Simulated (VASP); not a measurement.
Runs of VASP 6.6.1 on K. The structure is that of space group R-3m (No. 166), or close to it. The cells are those of the table. 

```tsv
cell	gap on the mesh (eV)	pressure (GPa)
a = 4.399 Å, angles 75.3°, 1 atom	none	(a)
a = 4.306 Å, angles 82.7°, 1 atom	none	-0.2
a = 6.594 Å, angles 33.6°, 1 atom	none	1.5
a = 5.509 Å, angles 45.7°, 1 atom	none	0.0
```

Alike in all rows: task single point; level PBE+D3(BJ); potentials or basis VASP PAW PBE potentials, release 64 (K_sv); no spin polarisation; k mesh 14 × 14 × 14; cutoff (eV) 520; smearing gaussian 0.15 eV.

**Question.** Fill in the values left out.

**Answer.** (a) -0.3.

Caveats: pairwise dispersion overbinds metals, which lowers pressure and volume.

A gap of «none» marks levels without a gap at the run's occupations.
